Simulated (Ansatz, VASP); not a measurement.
BaZrO3: VASP beside Ansatz

INCAR

```
SYSTEM = BaZrO3
  PREC = Accurate
  ENCUT = 520
  EDIFF = 1E-7
  ISMEAR = 0
  SIGMA = 0.05
  LREAL = .FALSE.
  LASPH = .TRUE.
  NELM = 100
  ALGO = Normal
  ISIF = 2
  LWAVE = .FALSE.
  LCHARG = .FALSE.
  GGA = PE
  NBANDS = 28
```

The input KPOINTS:

```
Automatic mesh
0
G
  6 6 6
  0 0 0
```

POSCAR

```
BaZrO3
1.0
    4.1815000000      0.0000000000      0.0000000000
    0.0000000000      4.1815000000      0.0000000000
    0.0000000000      0.0000000000      4.1815000000
Ba Zr O
1 1 3
Direct
    0.5000000000      0.4682930715      0.4682930715
    0.0000000000      0.0000000000      0.0000000000
    0.5000000000      0.0000000000      0.0000000000
    0.0000000000      0.5000000000      0.0000000000
    0.0000000000      0.0000000000      0.5000000000
```

Input for Ansatz:

```yaml
crystal:
  lattice:
    - [4.1815, 0.0, 0.0]
    - [0.0, 4.1815, 0.0]
    - [0.0, 0.0, 4.1815]
  atoms:
    - { symbol: Ba, position: [0.5, 0.4682930715, 0.4682930715] }
    - { symbol: Zr, position: [0.0, 0.0, 0.0] }
    - { symbol: O, position: [0.5, 0.0, 0.0] }
    - { symbol: O, position: [0.0, 0.5, 0.0] }
    - { symbol: O, position: [0.0, 0.0, 0.5] }
basis:
  ecutwfc: 420
kpoints:
  mp_grid: { grid: [6, 6, 6] }
hamiltonian:
  xc: pbe
scf:
  occupations: { method: gaussian, width: 0.05 }
output:
  forces: true
  stress: true
  eigenvalues: true
```

Change from the starting cell: all Ba atoms moved +0.188 Å, as atom 1 towards its neighbour atom 3 (O) at 2.957 Å.

Alike in both runs: task single point; functional PBE; k mesh 6 × 6 × 6; occupations gaussian, width 0.05 eV; no spin polarisation.

|  | VASP | Ansatz |
| --- | --- | --- |
| version | VASP 6.6.1 | Ansatz 0.2.0 |
| potentials or method | VASP PAW PBE potentials, release 64 (Ba_sv, Zr_sv, O), cutoff 520 eV | scalar-relativistic, plane waves, PAW |
| valence electrons in the cell | 40 | 40 |

Ansatz gave:

* gap on the k mesh at the Fermi level (eV): 3.22
* least direct gap on the mesh (eV): 3.41
* pressure (GPa): 5.9
* traceless stress, the component that is largest in VASP (GPa): 0.68
* rms of the force components (eV/Å): 0.263

Problem. Which values does VASP return?

Solution. gap on the k mesh at the Fermi level (eV): 3.18; least direct gap on the mesh (eV): 3.39; pressure (GPa): 7.0; traceless stress, the component that is largest in VASP (GPa): 0.73; rms of the force components (eV/Å): 0.281.

Atom by atom the forces differ by 0.028 eV/Å (rms over components).

Neither program's run includes spin-orbit coupling.
